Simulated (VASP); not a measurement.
A run of VASP 6.6.1 is set up as follows.

Contents of INCAR:

```
PREC = Accurate
ENCUT = 520
EDIFF = 1E-6
ISMEAR = -1
SIGMA = 0.05
LREAL = F
LASPH = T
NELM = 60
ALGO = Normal
ISIF = 2
LWAVE = F
LCHARG = F
GGA = PE
NBANDS = 22
```

KPOINTS

```
Automatic mesh
0
Gamma
  10 10 10
```

Contents of POSCAR:

```
SBr3
1.0
   -1.9670682325      1.9670682325      8.2275027810
    1.9670682325     -1.9670682325      8.2275027810
    1.9670682325      1.9670682325     -8.2275027810
Br S
3 1
Direct
    0.5000000000      0.5000000000      0.0000000000
    0.2500000000      0.7500000000      0.5000000000
    0.7500000000      0.2500000000      0.5000000000
    0.0000000000      0.0000000000      0.0000000000
```

Potentials or basis: VASP PAW PBE potentials, release 64 (Br, S).

The run is started by

```bash
$ cat potpaw_PBE.64/Br/POTCAR potpaw_PBE.64/S/POTCAR > POTCAR
$ mpirun -np 1 vasp_std > vasp.out
```

(1) What does it give for the band gap on the k mesh?

(2) Predict the pressure.

## Answers

(1) zero (an odd number of electrons rules out a gap without spin polarisation).

(2) -1.0 GPa.

Caveat: an odd number of electrons without spin polarisation forces a metal; a magnetic or distorted state may lie lower.
